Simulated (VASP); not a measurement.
## Si2W3: relaxation of cell and atoms with PBE

The system is Si2W3.

```
Si W
1.0
     4.33470    0.00000    0.00000
     0.00000    4.33470    0.00000
     0.00000    0.00000    4.33470
Si W
2 3
Cartesian
  2.1673 2.1673 2.1673
  0.0000 0.0000 0.0000
  2.1673 0.0000 0.0000
  0.0000 2.1673 0.0000
  0.0000 0.0000 2.1673
```

The cell was built from a structure type or drawn by symmetry, and may not be a known phase.

```json
{
  "Program": "VASP 6.6.1",
  "Task": "relaxation of cell and atoms",
  "Functional": "PBE",
  "Potentials or basis": "VASP PAW PBE potentials, release 64 (Si, W_sv)",
  "Cutoff": "600 eV",
  "k mesh": "4 × 4 × 4",
  "Occupations": "gaussian, width 0.1 eV",
  "Spin": "no spin polarisation",
  "Dipole correction": "no",
  "Further INCAR settings": "ALGO = Normal; EDIFF = 1e-06; IBRION = 2; EDIFFG = -0.04; NSW = 90; ISIF = 3"
}
```

```yaml
Relaxed_volume: 17.85 Å³/atom
Relaxed_cell: a = 4.469 Å, b = 4.469 Å, c = 4.469 Å, α = 90.00°, β = 90.00°, γ = 90.00°
Space_group_after_relaxing_to_0.1_Å: Pm-3m (No. 221)
Energy_gained_by_relaxing: 83.0 meV/atom
Ionic_steps: 4
Pressure_after_relaxing: -0.1 GPa
Band_gap_on_the_k_mesh: zero (bands 25 and 26 overlap by 1.34 eV)
```

Step by step:
```
step  energy change (eV)  largest force (eV/Å)  pressure (GPa)  volume (Å³)
   1              0.0000                0.0000           18.60        81.45
   2              0.7630                0.0000          -19.20       105.83
   3             -0.4144                0.0000           -0.73        89.60
   4             -0.4152                0.0000           -0.09        89.26
```

Final structure:
```
Si W
1.0
     4.46903    0.00000    0.00000
     0.00000    4.46903    0.00000
     0.00000    0.00000    4.46903
Si W
2 3
Direct
  0.50000 0.50000 0.50000
  0.00000 0.00000 0.00000
  0.50000 0.00000 0.00000
  0.00000 0.50000 0.00000
  0.00000 0.00000 0.50000
```

Levels at points of the mesh, in eV from the Fermi level:
| k point | band 21 | band 22 | band 23 | band 24 | band 25 | band 26 | band 27 | band 28 | band 29 | band 30 |
| --- | --- | --- | --- | --- | --- | --- | --- | --- | --- | --- |
| (0.00, 0.00, 0.00) | -2.02 | -2.02 | -0.02 | -0.02 | 0.38 | 0.38 | 0.38 | 0.69 | 1.47 | 1.47 |
| (0.50, 0.00, 0.00) | -3.01 | -1.47 | -0.64 | -0.36 | -0.06 | -0.06 | 0.05 | 0.53 | 0.68 | 3.28 |
| (0.50, 0.50, 0.00) | -1.77 | -1.77 | -0.76 | -0.76 | -0.72 | 0.34 | 0.83 | 0.86 | 1.42 | 2.59 |
| (0.50, 0.50, 0.50) | -1.10 | -1.10 | -1.10 | -0.96 | -0.96 | -0.96 | 1.01 | 1.15 | 1.15 | 2.84 |

It took 2.7 min on 1 thread of Intel Xeon 8259CL (shared host), peak memory 0.22 GiB.

Caveat: the k points lie up to 0.35 Å⁻¹ apart in the final cell, too coarse for converged energies and pressures of a metal; spin-orbit coupling is left out, which moves the levels of the heavy elements.
